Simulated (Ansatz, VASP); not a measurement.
**Two plane-wave programs on Ga2O3**

```xyz
5
Lattice="2.9126 0.0000 0.0000 -1.4563 2.5224 0.0000 0.0000 0.0000 7.1674" Properties=species:S:1:pos:R:3 pbc="T T T"
Ga    0.0000    1.6816    5.9677
Ga    1.4563    0.8408    1.1997
O     1.4563    0.8408    4.7680
O     0.0000    0.0000    0.0000
O     0.0000    1.6816    2.3994
```

Alike in both runs: task relaxation of cell and atoms; functional PBE; dispersion D3(BJ); k mesh 6 × 6 × 4; occupations gaussian, width 0.1 eV; no spin polarisation.

|  | VASP | Ansatz |
| --- | --- | --- |
| version | VASP 6.6.1 | Ansatz 0.2.0 |
| potentials or method | VASP PAW PBE potentials, release 64 (Ga_d, O), cutoff 600 eV | scalar-relativistic, plane waves, PAW |
| valence electrons in the cell | 44 | 44 |

|  | VASP | Ansatz | Ansatz less VASP |
| --- | --- | --- | --- |
| gap on the k mesh at the Fermi level, each at its own relaxed structure (eV) | 2.12 | 2.21 | +0.093 |
| relaxed volume (Å³/atom) | 10.68 | 10.71 | +0.031 |
| relaxed cell length with the largest relative difference (Å) | 6.750 | 6.802 | +0.0513 |
